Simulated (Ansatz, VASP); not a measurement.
# InH2F3 in VASP and in Ansatz

```
In H F
1.0
     2.71850    0.00000    0.00000
    -1.35925    2.35429    0.00000
     0.00000    0.00000   11.04293
In H F
1 2 3
Cartesian
  0.0000 1.5695 0.7924
  0.0000 1.5695 7.0360
  1.3592 0.7848 4.0899
  1.3592 0.7848 10.2004
  1.3592 0.7848 6.9919
  0.0000 1.5695 4.0182
```

Change from the starting cell: species swapped into the TeMo2S3 type (P3m1, No. 156).

Alike in both runs: functional PBE; k mesh 5 × 5 × 1; occupations gaussian, width 0.15 eV; no spin polarisation.

Ansatz relaxed the structure, and its values are those at the end. VASP's run is a single point on that final structure, the one shown.

```csv
,VASP,Ansatz
version,VASP 6.6.1,Ansatz 0.2.0
potentials or method,"VASP PAW PBE potentials, release 64 (In_d, H, F), cutoff 600 eV","scalar-relativistic, plane waves, PAW"
valence electrons in the cell,36,36
```

|  | VASP | Ansatz | Ansatz less VASP |
| --- | --- | --- | --- |
| pressure (GPa) | -0.1 | 0.1 | +0.18 |
| rms of the force components (eV/Å) | 0.008 | 0.022 | +0.0148 |

The functional is the same, so the differences come from potentials, cutoffs and numerics.

The k mesh is coarse, so the values compare programs but aren't converged.
